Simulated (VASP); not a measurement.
# BeCl (Pm-3m) in VASP: notebook

Runs on BeCl. Level: PBE. Tasks: single point, relaxation of cell and atoms.

Program: VASP 6.6.1. These are calculated values, not measurements. Logs are shortened: lines on timing, memory, paths and dates and some standing lists are left out, and cuts for length are marked.

**1. The cell of the first run**

It takes space group Pm-3m (No. 221, cubic). Conventional cell: a = 3.086 Å, b = 3.086 Å, c = 3.086 Å, α = 90.00°, β = 90.00°, γ = 90.00°. Within 3.5 Å of Be (site symmetry m-3m) lie 8 Cl at 2.67 Å and 6 Be at 3.09 Å. Cl (site symmetry m-3m) has 8 Be at 2.67 Å and 6 Cl at 3.09 Å within 3.5 Å.

The cell was built from a structure type or drawn by symmetry, and may not be a known phase.

**2. Single point, PBE**

INCAR reads:

```
PREC = Accurate
ENCUT = 600
EDIFF = 1E-6
ISMEAR = 0
SIGMA = 0.1
LREAL = False
LASPH = True
NELM = 120
ALGO = Normal
ISIF = 2
LWAVE = False
LCHARG = False
GGA = PE
NBANDS = 12
GGA_COMPAT = False
```

KPOINTS reads:

```
regular mesh
0
Gamma
  6 6 6
```

POSCAR reads:

```
BeCl
1.0
    3.0857742496      0.0000000000      0.0000000000
    0.0000000000      3.0857742496      0.0000000000
    0.0000000000      0.0000000000      3.0857742496
Be Cl
1 1
Direct
    0.0000000000      0.0000000000      0.0000000000
    0.5000000000      0.5000000000      0.5000000000
```

Potentials or basis: VASP PAW PBE potentials, release 64 (Be, Cl).

Launch:

```sh
$ cat potpaw_PBE.64/Be/POTCAR potpaw_PBE.64/Cl/POTCAR > POTCAR
$ mpirun -np 1 vasp_std > vasp.out
```

OUTCAR:

```text
PREC = Accurate
   ENCUT = 600
   EDIFF = 1E-6
   ISMEAR = 0
   LREAL = False
   LASPH = True
   NELM = 120
   ISIF = 2
   GGA = PE

 ion  position               nearest neighbor table
   1  0.000  0.000  0.000-
   2  0.500  0.500  0.500-

  LATTYP: Found a simple cubic cell.
 ALAT       =     3.0857742496

  Lattice vectors:

 A1 = (   3.0857742496,   0.0000000000,   0.0000000000)
 A2 = (   0.0000000000,   3.0857742496,   0.0000000000)
 A3 = (   0.0000000000,   0.0000000000,   3.0857742496)

Analysis of symmetry for initial positions (statically):
=====================================================================
 Subroutine PRICEL returns:
 Original cell was already a primitive cell.

 Routine SETGRP: Setting up the symmetry group for a
 simple cubic supercell.

 Subroutine GETGRP returns: Found 48 space group operations
 (whereof 48 operations were pure point group operations)
 out of a pool of 48 trial point group operations.

The static configuration has the point symmetry O_h .

Analysis of symmetry for dynamics (positions and initial velocities):
=====================================================================
 Subroutine PRICEL returns:
 Original cell was already a primitive cell.

 Routine SETGRP: Setting up the symmetry group for a
 simple cubic supercell.

 Subroutine GETGRP returns: Found 48 space group operations
 (whereof 48 operations were pure point group operations)
 out of a pool of 48 trial point group operations.

The dynamic configuration has the point symmetry O_h .

 Subroutine INISYM returns: Found 48 space group operations
 (whereof 48 operations are pure point group operations),
 and found     1 'primitive' translations

----------------------------------------------------------------------------------------

                                     Primitive cell

  volume of cell :      29.3828

  direct lattice vectors                    reciprocal lattice vectors
     3.085774250  0.000000000  0.000000000     0.324067777  0.000000000  0.000000000
     0.000000000  3.085774250  0.000000000     0.000000000  0.324067777  0.000000000
     0.000000000  0.000000000  3.085774250     0.000000000  0.000000000  0.324067777

  length of vectors
     3.085774250  3.085774250  3.085774250     0.324067777  0.324067777  0.324067777

  position of ions in fractional coordinates (direct lattice)
     0.000000000  0.000000000  0.000000000
     0.500000000  0.500000000  0.500000000

  ion indices of the primitive-cell ions
   primitive index   ion index
                 1           1
                 2           2

----------------------------------------------------------------------------------------

 KPOINTS: regular mesh

Automatic generation of k-mesh.
 Grid dimensions read from file:
 generate k-points for:    6    6    6

 Generating k-lattice:

  Cartesian coordinates                     Fractional coordinates (reciprocal lattice)
     0.054011296  0.000000000  0.000000000     0.166666667  0.000000000  0.000000000
     0.000000000  0.054011296  0.000000000     0.000000000  0.166666667  0.000000000
     0.000000000  0.000000000  0.054011296     0.000000000  0.000000000  0.166666667

  Length of vectors
     0.054011296  0.054011296  0.054011296

  Shift w.r.t. Gamma in fractional coordinates (k-lattice)
     0.000000000  0.000000000  0.000000000

 Subroutine IBZKPT returns following result:
 ===========================================

 Found     20 irreducible k-points:

 Following reciprocal coordinates:
            Coordinates               Weight
  0.000000  0.000000  0.000000      1.000000
  0.166667  0.000000  0.000000      6.000000
  0.333333  0.000000  0.000000      6.000000
  0.500000  0.000000  0.000000      3.000000
  0.166667  0.166667  0.000000     12.000000
  0.333333  0.166667  0.000000     24.000000
[... 12 lines left out ...]
  0.500000  0.500000  0.333333      6.000000
  0.500000  0.500000  0.500000      1.000000
   k-points           NKPTS =     20   k-points in BZ     NKDIM =     20   number of bands    NBANDS=     12
   number of dos      NEDOS =    301   number of ions     NIONS =      2
   total plane-waves  NPLWV =  21952
   dimension x,y,z NGX =    28 NGY =   28 NGZ =   28
   dimension x,y,z NGXF=    56 NGYF=   56 NGZF=   56
   ions per type =               1   1
   NGX,Y,Z   is equivalent  to a cutoff of  15.08, 15.08, 15.08 a.u.
   NGXF,Y,Z  is equivalent  to a cutoff of  30.17, 30.17, 30.17 a.u.
 SYSTEM =  unknown system
   PREC   = accura    normal or accurate (medium, high low for compatibility)
   ISTART =      0    job   : 0-new  1-cont  2-samecut
   ICHARG =      2    charge: 1-file 2-atom 10-const
   ISPIN  =      1    spin polarized calculation?
   LNONCOLLINEAR =      F non collinear calculations
   LSORBIT =      F    spin-orbit coupling
   LASPH  =      T    aspherical Exc in radial PAW
   ENCUT  =  600.0 eV  44.10 Ry    6.64 a.u.   6.16  6.16  6.16*2*pi/ulx,y,z
   NELM   =    120;   NELMIN=  2; NELMDL= -5     # of ELM steps
   EDIFF  = 0.1E-05   stopping-criterion for ELM
   LREAL  =      F    real-space projection
   EDIFFG = 0.1E-04   stopping-criterion for IOM
   NSW    =      0    number of steps for IOM
   IBRION =     -1    ionic relax: 0-MD 1-quasi-New 2-CG
   NFREE  =      0    steps in history (QN), initial steepest desc. (CG)
   ISIF   =      2    stress and relaxation
   ISYM   =      2    0-nonsym 1-usesym 2-fastsym
   POTIM  = 0.5000    time-step for ionic-motion
   TEBEG  =    0.0;   TEEND  =   0.0 temperature during run
   PSTRESS=    0.0 pullay stress
   NELECT =       9.0000    total number of electrons
   NUPDOWN=      -1.0000    fix difference up-down
   EMIN   =  10.00;   EMAX   =-10.00  energy-range for DOS
   EFERMI =   0.00;   METHOD = LEGACY
   ISMEAR =     0;   SIGMA  =   0.10  broadening in eV -4-tet -1-fermi 0-gaus
   EFERMI_NEDOS =   21; number of points for ismear=-14 and -15
   IALGO  =     38    algorithm
   IMIX   =      4    mixing-type and parameters
     AMIX     =   0.40;   BMIX     =  1.00
     AMIX_MAG =   1.60;   BMIX_MAG =  1.00
  volume/ion in A,a.u.               =      14.69        99.14
  Fermi-wavevector in a.u.,A,eV,Ry     =   1.103549  2.085405 16.569444  1.217820
  Thomas-Fermi vector in A             =   2.240008
   LORBIT       =      0    0 simple, 1 ext, 2 COOP (PROOUT), +10 PAW based schemes
   GGA     = PE    functional components
   LHFCALC =     F    Hartree Fock is set to
   AEXX    =    0.0000 exact exchange contribution
   IVDW    =     0    specifies the selected vdW correction
   LEPSILON=     F    determine dielectric tensor
   LRPA    =     F    only Hartree local field effects (RPA)
 non-spin polarized calculation
 Gauss-broadening in eV      SIGMA  =   0.10
  energy-cutoff  :      600.00
  volume of cell :       29.38
 maximum number of plane-waves:      1000
 NGX is ok and might be reduce to    28
   NGX = 13   NGY = 13   NGZ = 13

 number of electron       8.9999999 magnetization

 Free energy of the ion-electron system (eV)
  ---------------------------------------------------
  ext. energy  EPLUGINS =         0.00000000
  ---------------------------------------------------
  free energy    TOTEN  =        -4.30191620 eV

  energy without entropy =       -4.29098648  energy(sigma->0) =       -4.29645134

 E-fermi :   6.6967     XC(G=0): -10.0303

 val. band max:        6.6100105612   @ k =   0.1667   0.1667   0.0000
 cond. band min:       6.7249789477   @ k =   0.3333   0.3333   0.1667
 fundamental gap:      0.1149683865
 Fermi energy:         6.6967162250

 k-point     1 :       0.0000    0.0000    0.0000
  band No.  band energies     occupation
      1     -12.0051      2.00000
      2       2.1279      2.00000
      3       2.1279      2.00000
      4       2.1279      2.00000
      5       4.5397      2.00000
      6      11.4438      0.00000
      7      11.4438      0.00000
      8      13.6673      0.00000
      9      13.6673      0.00000
     10      13.6673      0.00000
     11      20.8691      0.00000
     12      20.8691      0.00000

 k-point     2 :       0.1667    0.0000    0.0000
  band No.  band energies     occupation
      1     -11.8117      2.00000
      2       0.4149      2.00000
      3       2.3081      2.00000
      4       2.3081      2.00000
      5       5.6009      2.00000
      6      11.5455      0.00000
      7      11.8286      0.00000
      8      12.9639      0.00000
      9      12.9639      0.00000
     10      14.6206      0.00000
     11      21.0207      0.00000
     12      21.1016      0.00000

 k-point     3 :       0.3333    0.0000    0.0000
  band No.  band energies     occupation
      1     -11.3702      2.00000
      2      -1.6932      2.00000
      3       2.7160      2.00000
      4       2.7160      2.00000
      5       6.7500      0.45091
      6      10.4515      0.00000
      7      11.6341      0.00000
      8      11.6341      0.00000
      9      12.8991      0.00000
     10      18.4585      0.00000
     11      19.0841      0.00000
     12      21.7200      0.00000

 k-point     4 :       0.5000    0.0000    0.0000
  band No.  band energies     occupation
      1     -11.1122      2.00000
      2      -2.5625      2.00000
      3       2.9516      2.00000
      4       2.9516      2.00000
      5       7.4144      0.00000
      6       9.6251      0.00000
      7      10.9890      0.00000
      8      10.9890      0.00000
      9      13.8531      0.00000
     10      17.3043      0.00000
     11      22.0300      0.00000
     12      22.0923      0.00000

 k-point     5 :       0.1667    0.1667    0.0000
  band No.  band energies     occupation
      1     -11.6207      2.00000
      2       0.3617      2.00000
      3       0.9791      2.00000
      4       2.4766      2.00000
      5       6.6100      1.77988
      6      10.7791      0.00000
      7      11.8744      0.00000
      8      12.6588      0.00000
      9      13.4892      0.00000
     10      15.4711      0.00000
     11      19.2993      0.00000
     12      20.3374      0.00000
[... 168 lines left out ...]
      1     -10.2251      2.00000
      2      -0.3810      2.00000
      3       0.3021      2.00000
      4       0.3021      2.00000
      5       6.9379      0.00065
      6       7.7913      0.00000
      7       7.7913      0.00000
      8      11.5519      0.00000
      9      18.6699      0.00000
     10      19.3491      0.00000
     11      19.3491      0.00000
     12      22.9724      0.00000

 k-point    18 :       0.5000    0.3333    0.3333
  band No.  band energies     occupation
      1     -10.0119      2.00000
      2      -0.7243      2.00000
      3       0.2252      2.00000
      4       0.7351      2.00000
      5       6.3308      2.00000
      6       6.7493      0.45749
      7       7.9774      0.00000
      8      10.9885      0.00000
      9      18.9961      0.00000
     10      19.7884      0.00000
     11      20.5165      0.00000
     12      23.9908      0.00000

 k-point    19 :       0.5000    0.5000    0.3333
  band No.  band energies     occupation
      1      -9.8113      2.00000
      2      -0.2721      2.00000
      3      -0.2721      2.00000
      4       0.8881      2.00000
      5       5.4358      2.00000
      6       7.0791      0.00000
      7       7.0791      0.00000
      8      10.0367      0.00000
      9      20.0235      0.00000
     10      21.3862      0.00000
     11      21.3862      0.00000
     12      24.0246      0.00000

 k-point    20 :       0.5000    0.5000    0.5000
  band No.  band energies     occupation
      1      -9.6245      2.00000
      2       0.1967      2.00000
      3       0.1967      2.00000
      4       0.1967      2.00000
      5       5.9640      2.00000
      6       5.9640      2.00000
      7       5.9640      2.00000
      8       9.0094      0.00000
      9      23.6191      0.00000
     10      23.6191      0.00000
     11      23.6191      0.00000
     12      24.5551      0.00000

------------------------ aborting loop because EDIFF is reached ----------------------------------------

  FORCE on cell =-STRESS in cart. coord.  units (eV):
  Direction    XX          YY          ZZ          XY          YZ          ZX
  --------------------------------------------------------------------------------------
  -------------------------------------------------------------------------------------
  Total        0.0418601      0.0418601      0.0418601      0.0000000      0.0000000      0.0000000
  in kB        2.2825402      2.2825402      2.2825402      0.0000000      0.0000000      0.0000000
  external PRESSURE =       2.2825402 kB  Pullay stress =       0.0000000 kB

 VOLUME and BASIS-vectors are now :
 -----------------------------------------------------------------------------
  energy-cutoff  :      600.00
  volume of cell :       29.38
      direct lattice vectors                 reciprocal lattice vectors
     3.085774250  0.000000000  0.000000000     0.324067777  0.000000000  0.000000000
     0.000000000  3.085774250  0.000000000     0.000000000  0.324067777  0.000000000
     0.000000000  0.000000000  3.085774250     0.000000000  0.000000000  0.324067777

 POSITION                                       TOTAL-FORCE (eV/Angst)
 -----------------------------------------------------------------------------------
      0.00000      0.00000      0.00000         0.000000      0.000000      0.000000
      1.54289      1.54289      1.54289         0.000000      0.000000      0.000000
 -----------------------------------------------------------------------------------
    total drift:                                0.000000      0.000000      0.000000

  FREE ENERGIE OF THE ION-ELECTRON SYSTEM (eV)
  ---------------------------------------------------
  free  energy   TOTEN  =        -4.3019161986 eV

  energy  without entropy=       -4.2909864836  energy(sigma->0) =       -4.29645134
```

Run time: 6.6 s. Hardware: 1 thread of Intel Xeon Platinum 8259CL at 2.50GHz (Skylake/Cascade Lake), shared host; peak memory 0.14 GiB.

What came out:

```
Free energy            : -4.3019 eV
Pressure               : 0.2 GPa
Band gap on the k mesh : zero (an odd number of electrons rules out a gap without spin polarisation)
```

Levels at points of the mesh, in eV from the Fermi level:
| k point | band 2 | band 3 | band 4 | band 5 | band 6 | band 7 | band 8 | band 9 |
| --- | --- | --- | --- | --- | --- | --- | --- | --- |
| (0.00, 0.00, 0.00) | -4.57 | -4.57 | -4.57 | -2.16 | 4.75 | 4.75 | 6.97 | 6.97 |
| (0.50, 0.00, 0.00) | -9.26 | -3.75 | -3.75 | 0.72 | 2.93 | 4.29 | 4.29 | 7.16 |
| (0.50, 0.50, 0.00) | -7.94 | -7.94 | -3.25 | -2.18 | 4.59 | 4.59 | 6.47 | 7.56 |
| (0.50, 0.50, 0.50) | -6.50 | -6.50 | -6.50 | -0.73 | -0.73 | -0.73 | 2.31 | 16.92 |

Caveat: an odd number of electrons without spin polarisation forces a metal; a magnetic or distorted state may lie lower.

**3. Single point, PBE**

This run uses another cell than the first one, of 18.05 Å³/atom.

INCAR reads:

```
PREC     = Accurate       # precision mode
ENCUT    = 600            # plane-wave cutoff, eV
EDIFF    = 1E-6           # SCF threshold, eV
ISMEAR   = 0              # smearing method
SIGMA    = 0.1            # smearing width, eV
LREAL    = False          # projectors in reciprocal space
LASPH    = True           # aspherical terms in the spheres
NELM     = 120            # most SCF steps
ALGO     = Normal         # electronic algorithm
ISIF     = 2              # what is computed and relaxed
LWAVE    = False          # write WAVECAR
LCHARG   = False          # write CHGCAR
GGA      = PE             # functional
NBANDS   = 12             # bands
GGA_COMPAT= False
```

KPOINTS is that of step 2.

POSCAR reads:

```
BeCl
1.0
    3.3050236200      0.0000000000      0.0000000000
    0.0000000000      3.3050236200      0.0000000000
    0.0000000000      0.0000000000      3.3050236200
Be Cl
1 1
Direct
    0.0000000000      0.0000000000      0.0000000000
    0.5000000000      0.5000000000      0.5000000000
```

Potentials or basis: VASP PAW PBE potentials, release 64 (Be, Cl).

Launch:

```sh
$ cat potpaw_PBE.64/Be/POTCAR potpaw_PBE.64/Cl/POTCAR > POTCAR
$ mpirun -np 1 vasp_std > vasp.out
```

Run time: 7.1 s. Hardware: 1 thread of Intel Xeon Platinum 8259CL at 2.50GHz (Skylake/Cascade Lake), shared host; peak memory 0.15 GiB.

Results (log left out):

```yaml
Free_energy: -4.1713 eV
Pressure: -5.5 GPa
Band_gap_on_the_k_mesh: zero (an odd number of electrons rules out a gap without spin polarisation)
```

Levels at points of the mesh, in eV from the Fermi level:
```csv
k point,band 2,band 3,band 4,band 5,band 6,band 7,band 8,band 9
"(0.00, 0.00, 0.00)",-3.93,-3.93,-3.93,-2.52,5.47,5.47,6.00,6.00
"(0.50, 0.00, 0.00)",-7.60,-3.35,-3.35,0.68,1.89,4.26,4.26,7.72
"(0.50, 0.50, 0.00)",-6.45,-6.45,-3.01,-1.65,3.93,3.93,5.81,7.43
"(0.50, 0.50, 0.50)",-5.36,-5.36,-5.36,0.12,0.12,0.12,1.58,14.62
```

Caveat: the cell stands under tension; an odd number of electrons without spin polarisation forces a metal; a magnetic or distorted state may lie lower.

**4. Relaxation of cell and atoms, PBE**

This run uses another cell than the first one, of 18.05 Å³/atom.

INCAR reads:

```
  ALGO = Normal
  EDIFF = 1E-7
  EDIFFG = -0.04
  ENCUT = 600
  GGA = PE
  GGA_COMPAT = F
  IBRION = 2
  ISIF = 3
  ISMEAR = 0
  LASPH = T
  LCHARG = F
  LREAL = F
  LWAVE = F
  NELM = 120
  NELMIN = 4
  NSW = 90
  PREC = Accurate
  SIGMA = 0.1
```

KPOINTS reads:

```
k-points
0
Gamma
  6 6 6
```

POSCAR is that of step 3.

Launch:

```sh
$ cat potpaw_PBE.64/Be/POTCAR potpaw_PBE.64/Cl/POTCAR > POTCAR
$ mpirun -np 1 vasp_std > vasp.out
```

It took 17 s on 1 thread of Intel Xeon Platinum 8259CL at 2.50GHz (Skylake/Cascade Lake), shared host; peak memory 0.15 GiB.

The run converged. Its results:

```
Free energy                           : -4.3027 eV
Relaxed volume                        : 14.98 Å³/atom
Relaxed cell                          : a = 3.106 Å, b = 3.106 Å, c = 3.106 Å, α = 90.00°, β = 90.00°, γ = 90.00°
Space group after relaxing (to 0.1 Å) : Pm-3m (No. 221)
Energy gained by relaxing             : 65.7 meV/atom
Ionic steps                           : 4
Pressure after relaxing               : -0.1 GPa
Band gap on the k mesh                : zero (an odd number of electrons rules out a gap without spin polarisation)
```

The path:
```tsv
step	energy change (eV)	largest force (eV/Å)	pressure (GPa)	volume (Å³)
1	0.0000	0.0000	-5.52	36.10
2	-0.0949	0.0000	-3.70	32.95
3	-0.1289	0.0000	-1.02	30.71
4	-0.1313	0.0000	-0.07	29.95
```

Final structure:
```yaml
crystal:
  lattice:
    - [3.10562, 0.00000, 0.00000]
    - [0.00000, 3.10562, 0.00000]
    - [0.00000, 0.00000, 3.10562]
  atoms:
    - { symbol: Be, position: [0.00000, 0.00000, 0.00000] }
    - { symbol: Cl, position: [0.50000, 0.50000, 0.50000] }
```

Levels at points of the mesh, in eV from the Fermi level:
| k point | band 1 | band 2 | band 3 | band 4 | band 5 | band 6 | band 7 | band 8 |
| --- | --- | --- | --- | --- | --- | --- | --- | --- |
| (0.00, 0.00, 0.00) | -18.56 | -4.51 | -4.51 | -4.51 | -2.22 | 4.81 | 4.81 | 6.86 |
| (0.50, 0.00, 0.00) | -17.70 | -9.10 | -3.71 | -3.71 | 0.70 | 2.81 | 4.28 | 4.28 |
| (0.50, 0.50, 0.00) | -16.92 | -7.80 | -7.80 | -3.23 | -2.13 | 4.51 | 4.51 | 6.40 |
| (0.50, 0.50, 0.50) | -16.28 | -6.39 | -6.39 | -6.39 | -0.65 | -0.65 | -0.65 | 2.23 |

Caveat: the volume moved by over 15 % at a fixed basis, so the end points are rough; an odd number of electrons without spin polarisation forces a metal; a magnetic or distorted state may lie lower.

**5. The runs side by side**

```tsv
task	cell	gap on the mesh (eV)	pressure (GPa)
single point	a = 3.086 Å, 2 atoms	none	0.2
single point	a = 3.305 Å, 2 atoms	none	-5.5
relaxation of cell and atoms	relaxed from a = 3.305 Å, 2 atoms	none	-0.1
```

Alike in all rows: level PBE; potentials or basis VASP PAW PBE potentials, release 64 (Be, Cl); no spin polarisation; k mesh 6 × 6 × 6; cutoff (eV) 600; smearing gaussian 0.1 eV.

Caveats: an odd number of electrons without spin polarisation forces a metal; a magnetic or distorted state may lie lower; the cell stands under tension (at least some runs); the volume moved by over 15 % at a fixed basis, so the end points are rough (at least some runs).

Total energies depend on the potentials used, so only differences within one code and one set of settings carry meaning.
